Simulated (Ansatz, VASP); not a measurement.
Two plane-wave programs on HfN

```xyz
2
Lattice="0.0000 2.2251 2.1912 2.2251 0.0000 2.1912 2.2251 2.2251 0.0000" Properties=species:S:1:pos:R:3 pbc="T T T"
Hf    0.0000    0.0000    0.0000
N     2.2251    2.2251    2.1912
```

Change from the starting cell: strain -0.015 along x and y, -0.030 along z, atoms carried along.

Alike in both runs: task single point; functional PBE; k mesh 18 × 18 × 18; occupations gaussian, width 0.15 eV; no spin polarisation.

|  | VASP | Ansatz |
| --- | --- | --- |
| version | VASP 6.6.1 | Ansatz 0.2.0 |
| potentials or method | VASP PAW PBE potentials, release 64 (Hf_pv, N), cutoff 520 eV | scalar-relativistic, plane waves, PAW |
| valence electrons in the cell | 15 | 31 |

Ansatz gave:

- gap on the k mesh at the Fermi level (eV): none
- pressure (GPa): 25.3
- traceless stress, the component that is largest in VASP (GPa): 6.79

Q: What did VASP give for the same quantities?

A: gap on the k mesh at the Fermi level (eV): none; pressure (GPa): 22.8; traceless stress, the component that is largest in VASP (GPa): 6.75.

A gap of «none» marks a metal or a gap that the smearing closes. VASP's potentials hold 15 valence electrons a cell and Ansatz's 31, so a difference there can come from the potentials and not from the codes.

Spin-orbit coupling is off throughout.
